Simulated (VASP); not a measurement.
## Cd3Cl2: single point with PBE

Cd3Cl2:

```
Cd Cl
1.0
     0.00000    5.42358    5.42358
     5.42358    0.00000    5.42358
     5.42358    5.42358    0.00000
Cd Cl
6 4
Direct
  0.94693 0.55307 0.55307
  0.55307 0.94693 0.94693
  0.55307 0.55307 0.94693
  0.94693 0.94693 0.55307
  0.94693 0.55307 0.94693
  0.55307 0.94693 0.55307
  0.12780 0.61661 0.12780
  0.12780 0.12780 0.12780
  0.61661 0.12780 0.12780
  0.12780 0.12780 0.61661
```

* Program: VASP 6.6.1
* Task: single point
* Functional: PBE
* Potentials or basis: VASP PAW PBE potentials, release 64 (Cd, Cl)
* Cutoff: 520 eV
* k mesh: 2 × 2 × 2
* Occupations: gaussian, width 0.1 eV
* Spin: no spin polarisation
* Dipole correction: no
* Further INCAR settings: ALGO = Normal; EDIFF = 1e-07; NBANDS = 61

| Quantity | Value |
| --- | --- |
| Pressure | 0.3 GPa |
| Largest force | 0.065 eV/Å |
| Band gap on the k mesh | 1.42 eV (least direct gap 1.49 eV) |

Forces on the atoms (eV/Å):
```
Cd   0.065  0.000  0.000
Cd  -0.065  0.000  0.000
Cd   0.000  0.000  0.065
Cd   0.000  0.000 -0.065
Cd   0.000 -0.065  0.000
Cd   0.000  0.065  0.000
Cl   0.010 -0.010  0.010
Cl  -0.010 -0.010 -0.010
Cl  -0.010  0.010  0.010
Cl   0.010  0.010 -0.010
```

Levels at points of the mesh, in eV from the valence-band top:
| k point | band 48 | band 49 | band 50 | band 51 | band 52 | band 53 |
| --- | --- | --- | --- | --- | --- | --- |
| (0.00, 0.00, 0.00) | -0.52 | -0.52 | -0.52 | 2.57 | 3.00 | 3.00 |
| (0.50, 0.00, 0.00) | -1.11 | 0.00 | 0.00 | 2.06 | 2.51 | 2.51 |
| (0.50, 0.50, 0.00) | -0.59 | -0.07 | -0.07 | 1.42 | 2.23 | 3.15 |

Run time: 120 s on 1 thread of Intel(R) Xeon(R) Platinum 8488C (Sapphire Rapids), with other jobs on the host, peak memory 0.49 GiB.

Caveat: the k points lie up to 0.50 Å⁻¹ apart. A k mesh can miss the band edges.
